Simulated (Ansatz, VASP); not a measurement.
**One calculation of ZnO, two programs**

```
CELL_PARAMETERS angstrom
3.23006 0.00000 0.00000
-1.61503 2.79731 0.00000
0.00000 0.00000 5.21411
ATOMIC_POSITIONS crystal
Zn 0.33333 0.66667 0.50003
Zn 0.66667 0.33333 0.00003
O 0.66667 0.33333 0.37898
O 0.33333 0.66667 0.87898
```

Alike in both runs: functional PBEsol; k mesh 9 × 9 × 6; occupations gaussian, width 0.02 eV; no spin polarisation.

Ansatz relaxed the structure, and its values are those at the end. VASP's run is a single point on that final structure, the one shown.

|  | VASP | Ansatz |
| --- | --- | --- |
| version | VASP 6.6.1 | Ansatz 0.2.0 |
| potentials or method | VASP PAW PBE potentials, release 64 (Zn, O), cutoff 520 eV | scalar-relativistic, plane waves, PAW |
| valence electrons in the cell | 36 | 36 |

```tsv
	VASP	Ansatz	Ansatz less VASP
gap on the k mesh at the Fermi level (eV)	0.69	0.70	+0.015
least direct gap on the mesh (eV)	0.69	0.70	+0.015
pressure (GPa)	0.8	0.0	-0.77
```

VASP's potentials were made for PBE, not for PBEsol.
